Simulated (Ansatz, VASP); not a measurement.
**Two plane-wave programs on Au**

The input INCAR:

```
SYSTEM = Au
ALGO     = Fast           ! electronic algorithm
EDIFF    = 1E-6           ! SCF threshold, eV
ENCUT    = 520            ! plane-wave cutoff, eV
GGA      = PE             ! functional
ISIF     = 2              ! what is computed and relaxed
ISMEAR   = 0              ! smearing method
LASPH    = .True.         ! aspherical terms in the spheres
LCHARG   = .False.        ! write CHGCAR
LREAL    = .False.        ! projectors in reciprocal space
LWAVE    = .False.        ! write WAVECAR
NBANDS   = 12             ! bands
NELM     = 100            ! most SCF steps
PREC     = Accurate       ! precision mode
SIGMA    = 0.15           ! smearing width, eV
```

The input KPOINTS:

```
k-points
0
Gamma
  24 24 24
  0 0 0
```

The input POSCAR:

```
Au
1.0
    0.0000000000      2.0478532578      2.0166676752
    2.0478532578      0.0000000000      2.0166676752
    2.0478532578      2.0478532578      0.0000000000
Au
1
Direct
    0.0000000000      0.0000000000      0.0000000000
```

Input for Ansatz:

```yaml
crystal:
  lattice:
    - [0.0, 2.0478532578, 2.0166676752]
    - [2.0478532578, 0.0, 2.0166676752]
    - [2.0478532578, 2.0478532578, 0.0]
  atoms:
    - { symbol: Au, position: [0.0, 0.0, 0.0] }
basis:
  ecutwfc: 420
kpoints:
  mp_grid: { grid: [24, 24, 24] }
hamiltonian:
  xc: pbe
scf:
  occupations: { method: gaussian, width: 0.15 }
output:
  forces: true
  stress: true
  eigenvalues: true
```

Change from the starting cell: strain -0.015 along x and y, -0.030 along z, atoms carried along.

Alike in both runs: task single point; functional PBE; k mesh 24 × 24 × 24; occupations gaussian, width 0.15 eV; no spin polarisation.

|  | VASP | Ansatz |
| --- | --- | --- |
| version | VASP 6.6.1 | Ansatz 0.2.0 |
| potentials or method | VASP PAW PBE potentials, release 64 (Au), cutoff 520 eV | scalar-relativistic, plane waves, PAW |
| valence electrons in the cell | 11 | 19 |

Ansatz gave:

| Property | Result |
| --- | --- |
| gap on the k mesh at the Fermi level (eV) | none |
| pressure (GPa) | 10.1 |
| traceless stress, the component that is largest in VASP (GPa) | 0.33 |

Task: Estimate VASP's values.

Result: gap on the k mesh at the Fermi level (eV): none; pressure (GPa): 9.9; traceless stress, the component that is largest in VASP (GPa): 0.34.

A gap of «none» marks a metal or a gap that the smearing closes. VASP's potentials hold 11 valence electrons a cell and Ansatz's 19, so a difference there can come from the potentials and not from the codes.

Neither program's run includes spin-orbit coupling.
